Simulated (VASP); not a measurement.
# Te in VASP: settings compared

The runs below take Te through single point, with r2SCAN, PBE-based screened hybrid with 15 % exact exchange, PBE-based screened hybrid with 25 % exact exchange, PBE-based screened hybrid with 35 % exact exchange, PBE.

Program: VASP 6.6.1. These are calculated values, not measurements. Logs are shortened: lines on timing, memory, paths and dates and some standing lists are left out, and cuts for length are marked.

## (1) The cell of the first run

The structure is trigonal, space group P3_121 (No. 152). The conventional cell has a = 4.541 Å, b = 4.541 Å, c = 6.040 Å, α = 90.00°, β = 90.00°, γ = 120.00°. Within 3.8 Å of Te (site symmetry 2) lie 6 Te at 2.92 to 3.54 Å.

## (2) Single point, r2SCAN

POSCAR reads:

```
Te
1.0
    4.5413555111      0.0000000000      0.0000000000
   -2.2706777555      3.9329292402      0.0000000000
    0.0000000000      0.0000000000      6.0401863600
Te
3
Direct
    0.7310000000      0.7310000000      0.0000000000
    0.0000000000      0.2690000000      0.6666666667
    0.2690000000      0.0000000000      0.3333333333
```

INCAR.step1 reads:

```
  PREC = Accurate
  ENCUT = 520
  ISMEAR = -1
  SIGMA = 0.05
  LREAL = F
  LASPH = T
  NELM = 100
  NBANDS = 16
  GGA = PE
  ALGO = Normal
  EDIFF = 1E-4
  LWAVE = T
  LCHARG = F
```

INCAR.step2 reads:

```
  PREC = Accurate
  ENCUT = 520
  EDIFF = 1E-6
  ISMEAR = -1
  SIGMA = 0.05
  LREAL = F
  LASPH = T
  NELM = 100
  ALGO = Normal
  ISIF = 2
  LWAVE = F
  LCHARG = F
  METAGGA = R2SCAN
  LMIXTAU = T
  NBANDS = 16
  ISTART = 1
```

KPOINTS reads:

```
regular mesh
0
Gamma
  7 7 5
```

Potentials or basis: VASP PAW PBE potentials, release 64 (Te).

Command:

```console
$ cat potpaw_PBE.64/Te/POTCAR > POTCAR
$ cp INCAR.step1 INCAR
$ mpirun -np 1 vasp_std > vasp.out
$ cp INCAR.step2 INCAR
$ mpirun -np 1 vasp_std > vasp.out
```

OUTCAR:

```text
PREC = Accurate
   ENCUT = 520
   EDIFF = 1E-6
   ISMEAR = -1
   LREAL = F
   LASPH = T
   NELM = 100
   ISIF = 2
   METAGGA = R2SCAN
   ISTART = 1

 ion  position               nearest neighbor table
   1  0.731  0.731  0.000-   2 2.92   3 2.92   2 3.54   3 3.54   3 3.54   2 3.54
   2  0.000  0.269  0.667-   1 2.92   3 2.92   1 3.54   1 3.54   3 3.54   3 3.54
   3  0.269  0.000  0.333-   1 2.92   2 2.92   1 3.54   1 3.54   2 3.54   2 3.54

  LATTYP: Found a hexagonal cell.
 ALAT       =     4.5413555111
 C/A-ratio  =     1.3300404131

  Lattice vectors:

 A1 = (   4.5413555111,   0.0000000000,   0.0000000000)
 A2 = (  -2.2706777555,   3.9329292402,   0.0000000000)
 A3 = (   0.0000000000,   0.0000000000,   6.0401863600)

Analysis of symmetry for initial positions (statically):
=====================================================================
 Subroutine PRICEL returns:
 Original cell was already a primitive cell.

 Routine SETGRP: Setting up the symmetry group for a
 hexagonal supercell.

 Subroutine GETGRP returns: Found  6 space group operations
 (whereof  2 operations were pure point group operations)
 out of a pool of 24 trial point group operations.

The static configuration has the point symmetry C_2 .
 The point group associated with its full space group is D_3 .

Analysis of symmetry for dynamics (positions and initial velocities):
=====================================================================
 Subroutine PRICEL returns:
 Original cell was already a primitive cell.

 Routine SETGRP: Setting up the symmetry group for a
 hexagonal supercell.

 Subroutine GETGRP returns: Found  6 space group operations
 (whereof  2 operations were pure point group operations)
 out of a pool of 24 trial point group operations.

The dynamic configuration has the point symmetry C_2 .
 The point group associated with its full space group is D_3 .

 Subroutine INISYM returns: Found  6 space group operations
 (whereof  2 operations are pure point group operations),
 and found     1 'primitive' translations

----------------------------------------------------------------------------------------

                                     Primitive cell

  volume of cell :     107.8827

  direct lattice vectors                    reciprocal lattice vectors
     4.541355511  0.000000000  0.000000000     0.220198572  0.127131705  0.000000000
    -2.270677755  3.932929240  0.000000000     0.000000000  0.254263410  0.000000000
     0.000000000  0.000000000  6.040186360     0.000000000  0.000000000  0.165557806

  length of vectors
     4.541355511  4.541355511  6.040186360     0.254263410  0.254263410  0.165557806

  position of ions in fractional coordinates (direct lattice)
     0.731000000  0.731000000  0.000000000
     0.000000000  0.269000000  0.666666667
     0.269000000  0.000000000  0.333333333

  ion indices of the primitive-cell ions
   primitive index   ion index
                 1           1
                 2           2
                 3           3

----------------------------------------------------------------------------------------

 KPOINTS: regular mesh

Automatic generation of k-mesh.
 Grid dimensions read from file:
 generate k-points for:    7    7    5

 Generating k-lattice:

  Cartesian coordinates                     Fractional coordinates (reciprocal lattice)
     0.031456939  0.018161672  0.000000000     0.142857143  0.000000000  0.000000000
     0.000000000  0.036323344  0.000000000     0.000000000  0.142857143  0.000000000
     0.000000000  0.000000000  0.033111561     0.000000000  0.000000000  0.200000000

  Length of vectors
     0.036323344  0.036323344  0.033111561

  Shift w.r.t. Gamma in fractional coordinates (k-lattice)
     0.000000000  0.000000000  0.000000000

 Subroutine IBZKPT returns following result:
 ===========================================

 Found     32 irreducible k-points:

 Following reciprocal coordinates:
            Coordinates               Weight
  0.000000  0.000000  0.000000      1.000000
  0.142857 -0.000000  0.000000      6.000000
  0.285714 -0.000000  0.000000      6.000000
  0.428571 -0.000000  0.000000      6.000000
  0.142857  0.142857  0.000000      6.000000
  0.285714  0.142857  0.000000     12.000000
[... 16 lines left out ...]
  0.000000  0.142857  0.400000      6.000000
  0.285714 -0.000000  0.400000      6.000000
 [... further k-points ...]
   k-points           NKPTS =     32   k-points in BZ     NKDIM =     32   number of bands    NBANDS=     16
   number of dos      NEDOS =    301   number of ions     NIONS =      3
   total plane-waves  NPLWV =  62208
   dimension x,y,z NGX =    36 NGY =   36 NGZ =   48
   dimension x,y,z NGXF=    72 NGYF=   72 NGZF=   96
   ions per type =               3
   NGX,Y,Z   is equivalent  to a cutoff of  13.18, 13.18, 13.21 a.u.
   NGXF,Y,Z  is equivalent  to a cutoff of  26.36, 26.36, 26.42 a.u.
 SYSTEM =  unknown system
   PREC   = accura    normal or accurate (medium, high low for compatibility)
   ISTART =      1    job   : 0-new  1-cont  2-samecut
   ICHARG =      0    charge: 1-file 2-atom 10-const
   ISPIN  =      1    spin polarized calculation?
   LNONCOLLINEAR =      F non collinear calculations
   LSORBIT =      F    spin-orbit coupling
   LASPH  =      T    aspherical Exc in radial PAW
   ENCUT  =  520.0 eV  38.22 Ry    6.18 a.u.   8.44  8.44 11.23*2*pi/ulx,y,z
   NELM   =    100;   NELMIN=  2; NELMDL=  0     # of ELM steps
   EDIFF  = 0.1E-05   stopping-criterion for ELM
   LREAL  =      F    real-space projection
   EDIFFG = 0.1E-04   stopping-criterion for IOM
   NSW    =      0    number of steps for IOM
   IBRION =     -1    ionic relax: 0-MD 1-quasi-New 2-CG
   NFREE  =      0    steps in history (QN), initial steepest desc. (CG)
   ISIF   =      2    stress and relaxation
   ISYM   =      2    0-nonsym 1-usesym 2-fastsym
   POTIM  = 0.5000    time-step for ionic-motion
   TEBEG  =    0.0;   TEEND  =   0.0 temperature during run
   PSTRESS=    0.0 pullay stress
   NELECT =      18.0000    total number of electrons
   NUPDOWN=      -1.0000    fix difference up-down
   EMIN   =  10.00;   EMAX   =-10.00  energy-range for DOS
   EFERMI =   0.00;   METHOD = LEGACY
   ISMEAR =    -1;   SIGMA  =   0.05  broadening in eV -4-tet -1-fermi 0-gaus
   EFERMI_NEDOS =   21; number of points for ismear=-14 and -15
   IALGO  =     38    algorithm
   IMIX   =      4    mixing-type and parameters
     AMIX     =   0.40;   BMIX     =  1.00
     AMIX_MAG =   1.60;   BMIX_MAG =  1.00
  volume/ion in A,a.u.               =      35.96       242.68
  Fermi-wavevector in a.u.,A,eV,Ry     =   0.901256  1.703128 11.051509  0.812263
  Thomas-Fermi vector in A             =   2.024315
   LORBIT       =      0    0 simple, 1 ext, 2 COOP (PROOUT), +10 PAW based schemes
   METAGGA = R2SCAN    functional components
   LHFCALC =     F    Hartree Fock is set to
   AEXX    =    0.0000 exact exchange contribution
   IVDW    =     0    specifies the selected vdW correction
   LEPSILON=     F    determine dielectric tensor
   LRPA    =     F    only Hartree local field effects (RPA)
 non-spin polarized calculation
  energy-cutoff  :      520.00
  volume of cell :      107.88
 maximum number of plane-waves:      2945
 NGX is ok and might be reduce to    36
   NGX = 17   NGY = 17   NGZ = 23

 number of electron      18.0000000 magnetization

 Free energy of the ion-electron system (eV)
  ---------------------------------------------------
  ext. energy  EPLUGINS =         0.00000000
  ---------------------------------------------------
  free energy    TOTEN  =       -76.20474800 eV

  energy without entropy =      -76.20471865  energy(sigma->0) =      -76.20473333

 E-fermi :   5.3145     XC(G=0):  -9.2403

 val. band max:        4.9018166514   @ k =   0.2857   0.2857   0.4000
 cond. band min:       5.6925944996   @ k =   0.0000   0.0000   0.4000
 fundamental gap:      0.7907778482
 Fermi energy:         5.3145121287

 k-point     1 :       0.0000    0.0000    0.0000
  band No.  band energies     occupation
      1      -8.6536      2.00000
      2      -5.4215      2.00000
      3      -5.4215      2.00000
      4       2.0754      2.00000
      5       2.3254      2.00000
      6       2.3254      2.00000
[... 8 lines left out ...]
     15      11.5737      0.00000
     16      11.8704      0.00000

 k-point     2 :       0.1429   -0.0000    0.0000
  band No.  band energies     occupation
      1      -8.5207      2.00000
      2      -5.4717      2.00000
      3      -5.3912      2.00000
      4       1.2462      2.00000
      5       1.7791      2.00000
      6       2.0882      2.00000
[... 8 lines left out ...]
     15      11.7180      0.00000
     16      12.0065      0.00000

 k-point     3 :       0.2857   -0.0000    0.0000
  band No.  band energies     occupation
      1      -8.1570      2.00000
      2      -5.6965      2.00000
      3      -5.3145      2.00000
      4       0.4893      2.00000
      5       1.1306      2.00000
      6       1.6679      2.00000
[... 8 lines left out ...]
     15      12.2911      0.00000
     16      12.9949      0.00000

 k-point     4 :       0.4286   -0.0000    0.0000
  band No.  band energies     occupation
      1      -7.7322      2.00000
      2      -6.0639      2.00000
      3      -5.2450      2.00000
      4       0.3579      2.00000
      5       0.7979      2.00000
      6       1.4908      2.00000
[... 8 lines left out ...]
     15      13.6709      0.00000
     16      14.2074      0.00000
[... 324 lines left out ...]
 k-point    22 :       0.1429   -0.0000    0.4000
  band No.  band energies     occupation
      1      -7.9725      2.00000
      2      -7.3005      2.00000
      3      -3.8089      2.00000
      4       1.1748      2.00000
      5       2.1443      2.00000
      6       2.3955      2.00000
[... 8 lines left out ...]
     15      11.2765      0.00000
     16      11.9136      0.00000

 k-point    23 :       0.0000    0.1429    0.4000
  band No.  band energies     occupation
      1      -7.9670      2.00000
      2      -7.3107      2.00000
      3      -3.7869      2.00000
      4       1.1024      2.00000
      5       1.8624      2.00000
      6       2.3241      2.00000
[... 8 lines left out ...]
     15      11.4820      0.00000
     16      12.1679      0.00000

 k-point    24 :       0.2857   -0.0000    0.4000
  band No.  band energies     occupation
      1      -7.6758      2.00000
      2      -7.0141      2.00000
      3      -4.4569      2.00000
      4       0.6597      2.00000
      5       1.6731      2.00000
      6       1.8705      2.00000
[... 8 lines left out ...]
     15      11.5873      0.00000
     16      12.2475      0.00000

 [... further k-points ...]

------------------------ aborting loop because EDIFF is reached ----------------------------------------

  FORCE on cell =-STRESS in cart. coord.  units (eV):
  Direction    XX          YY          ZZ          XY          YZ          ZX
  --------------------------------------------------------------------------------------
  -------------------------------------------------------------------------------------
  Total       -0.9520573     -0.9520573     -1.6690874     -0.0000000      0.0000000      0.0000000
  in kB      -14.1390984    -14.1390984    -24.7877825     -0.0000000      0.0000000      0.0000000
  external PRESSURE =     -17.6886598 kB  Pullay stress =       0.0000000 kB

 VOLUME and BASIS-vectors are now :
 -----------------------------------------------------------------------------
  energy-cutoff  :      520.00
  volume of cell :      107.88
      direct lattice vectors                 reciprocal lattice vectors
     4.541355511  0.000000000  0.000000000     0.220198572  0.127131705  0.000000000
    -2.270677755  3.932929240  0.000000000     0.000000000  0.254263410  0.000000000
     0.000000000  0.000000000  6.040186360     0.000000000  0.000000000  0.165557806

 POSITION                                       TOTAL-FORCE (eV/Angst)
 -----------------------------------------------------------------------------------
      1.65987      2.87497      0.00000         0.176298      0.305356      0.000000
     -0.61081      1.05796      4.02679         0.176298     -0.305356      0.000000
      1.22162      0.00000      2.01340        -0.352595     -0.000000      0.000000
 -----------------------------------------------------------------------------------
    total drift:                               -0.000000     -0.000000      0.000000

  FREE ENERGIE OF THE ION-ELECTRON SYSTEM (eV)
  ---------------------------------------------------
  free  energy   TOTEN  =       -76.2047480033 eV

  energy  without entropy=      -76.2047186468  energy(sigma->0) =      -76.20473333
```

It took 3.1 min on 1 thread of Intel Xeon Platinum 8259CL at 2.50GHz (Skylake/Cascade Lake), shared host; peak memory 0.27 GiB.

What came out:

```
Free energy            : -76.2047 eV
Pressure               : -1.8 GPa
Largest force          : 0.353 eV/Å
Band gap on the k mesh : 0.79 eV (least direct gap 0.89 eV)
```

Forces in eV/Å, atoms in the order of the input:
```
Te   0.176  0.305  0.000
Te   0.176 -0.305  0.000
Te  -0.353  0.000  0.000
```

Caveat: the PAW data sets were made with another functional, which shifts forces and pressure a little; spin-orbit coupling is left out, which moves the levels of the heavy elements; an odd mesh through Γ misses points on the zone boundary, where band edges can lie. r2SCAN opens gaps a little over a GGA but as a rule still falls short of measured ones.

## (3) Single point, PBE-based screened hybrid with 15 % exact exchange

This run uses another cell than the first one, of 33.93 Å³/atom.

POSCAR reads:

```
Te
1.0
    4.4540000000      0.0000000000      0.0000000000
   -2.2270000000      3.8572771485      0.0000000000
    0.0000000000      0.0000000000      5.9240000000
Te
3
Direct
    0.7310000000      0.7310000000      0.0000000000
    0.0000000000      0.2690000000      0.6666666667
    0.2690000000      0.0000000000      0.3333333333
```

INCAR.step1 reads:

```
PREC = Accurate ; ENCUT = 520
EDIFF = 1E-5 ; ISMEAR = -1
SIGMA = 0.05 ; LREAL = False
LASPH = True ; NELM = 60
ALGO = Normal ; ISIF = 2
LWAVE = True ; LCHARG = False
GGA = PE ; NBANDS = 16
```

INCAR.step2 reads:

```
PREC = Accurate ; ENCUT = 520
EDIFF = 1E-7 ; ISMEAR = -1
SIGMA = 0.05 ; LREAL = False
LASPH = True ; NELM = 60
ALGO = Normal ; ISIF = 2
LWAVE = False ; LCHARG = False
GGA = PE ; LHFCALC = True
AEXX = 0.15 ; HFSCREEN = 0.2078699
PRECFOCK = Normal ; ISTART = 1
NBANDS = 16
```

KPOINTS reads:

```
Automatic mesh
0
Gamma
  4 4 3
```

Potentials or basis: VASP PAW PBE potentials, release 64 (Te).

Command:

```console
$ cat potpaw_PBE.64/Te/POTCAR > POTCAR
$ cp INCAR.step1 INCAR
$ mpirun -np 1 vasp_std > vasp.out
$ cp INCAR.step2 INCAR
$ mpirun -np 1 vasp_std > vasp.out
```

OUTCAR:

```text
PREC = Accurate
   ENCUT = 520
   EDIFF = 1E-7
   ISMEAR = -1
   LREAL = False
   LASPH = True
   NELM = 60
   ISIF = 2
   GGA = PE
   LHFCALC = True
   AEXX = 0.15
   HFSCREEN = 0.2078699
   PRECFOCK = Normal
   ISTART = 1

 ion  position               nearest neighbor table
   1  0.731  0.731  0.000-   3 2.86   2 2.86   3 3.47   2 3.47   2 3.47   3 3.47
   2  0.000  0.269  0.667-   1 2.86   3 2.86   1 3.47   1 3.47   3 3.47   3 3.47
   3  0.269  0.000  0.333-   1 2.86   2 2.86   1 3.47   1 3.47   2 3.47   2 3.47

  LATTYP: Found a hexagonal cell.
 ALAT       =     4.4540000000
 C/A-ratio  =     1.3300404131

  Lattice vectors:

 A1 = (   4.4540000000,   0.0000000000,   0.0000000000)
 A2 = (  -2.2270000000,   3.8572771485,   0.0000000000)
 A3 = (   0.0000000000,   0.0000000000,   5.9240000000)

Analysis of symmetry for initial positions (statically):
=====================================================================
 Subroutine PRICEL returns:
 Original cell was already a primitive cell.
[... 162 lines left out ...]
  free energy    TOTEN  =       -10.77898041 eV

  energy without entropy =      -10.77897330  energy(sigma->0) =      -10.77897685

 E-fermi :   6.0327     XC(G=0):  -8.1815

 val. band max:        5.4659003196   @ k =   0.2500   0.2500   0.3333
 cond. band min:       6.5266805545   @ k =   0.0000   0.0000   0.3333
 fundamental gap:      1.0607802349
 Fermi energy:         6.0327266468

 k-point     1 :       0.0000    0.0000    0.0000
  band No.  band energies     occupation
      1      -8.6705      2.00000
      2      -5.1462      2.00000
      3      -5.1462      2.00000
      4       2.5112      2.00000
      5       2.8767      2.00000
      6       2.8767      2.00000
[... 148 lines left out ...]
      3      -4.7522      2.00000
      4       0.2547      2.00000
      5       0.7925      2.00000
      6       1.4256      2.00000
[... 8 lines left out ...]
     15      12.8731      0.00000
     16      13.8012      0.00000

------------------------ aborting loop because EDIFF is reached ----------------------------------------

  FORCE on cell =-STRESS in cart. coord.  units (eV):
  Direction    XX          YY          ZZ          XY          YZ          ZX
  --------------------------------------------------------------------------------------
  -------------------------------------------------------------------------------------
  Total        0.3065470      0.3065470     -0.1299066      0.0000000     -0.0000000      0.0000000
  in kB        4.8257142      4.8257142     -2.0450114      0.0000000     -0.0000000      0.0000000
  external PRESSURE =       2.5354723 kB  Pullay stress =       0.0000000 kB

 VOLUME and BASIS-vectors are now :
 -----------------------------------------------------------------------------
  energy-cutoff  :      520.00
  volume of cell :      101.78
      direct lattice vectors                 reciprocal lattice vectors
     4.454000000  0.000000000  0.000000000     0.224517288  0.129625117  0.000000000
    -2.227000000  3.857277149  0.000000000     0.000000000  0.259250233  0.000000000
     0.000000000  0.000000000  5.924000000     0.000000000  0.000000000  0.168804862

 POSITION                                       TOTAL-FORCE (eV/Angst)
 -----------------------------------------------------------------------------------
      1.62794      2.81967      0.00000         0.065158      0.112858      0.000000
     -0.59906      1.03761      3.94933         0.065158     -0.112858      0.000000
      1.19813      0.00000      1.97467        -0.130317      0.000000      0.000000
 -----------------------------------------------------------------------------------
    total drift:                                0.000000     -0.000000     -0.000000

  FREE ENERGIE OF THE ION-ELECTRON SYSTEM (eV)
  ---------------------------------------------------
  free  energy   TOTEN  =       -10.7789804074 eV

  energy  without entropy=      -10.7789732964  energy(sigma->0) =      -10.77897685
```

Run time: 28 min. Hardware: 1 thread of AMD EPYC 7R43 (Zen 3), shared host; peak memory 0.31 GiB.

Results:

| Quantity | Value |
| --- | --- |
| Free energy | -10.7790 eV |
| Pressure | 0.3 GPa |
| Largest force | 0.130 eV/Å |
| Band gap on the k mesh | 1.06 eV (least direct gap 1.27 eV) |

Forces in eV/Å, atoms in the order of the input:
```
Te   0.065  0.113  0.000
Te   0.065 -0.113  0.000
Te  -0.130  0.000  0.000
```

Levels at points of the mesh, in eV from the valence-band top:
```
           k point  band 5  band 6  band 7  band 8  band 9  band 10  band 11  band 12  band 13  band 14
(0.00, 0.00, 0.00)   -2.59   -2.59   -1.52   -1.52   -0.65     1.57     1.57     2.23     5.62     5.62
(0.50, 0.00, 0.00)   -4.39   -3.55   -3.47   -0.80   -0.60     1.39     1.46     3.53     4.45     8.12
```

Caveat: the PAW data sets were made with another functional, which shifts forces and pressure a little; spin-orbit coupling is left out, which moves the levels of the heavy elements; an odd mesh through Γ misses points on the zone boundary, where band edges can lie.

(Part 1 of 2 ends here.)
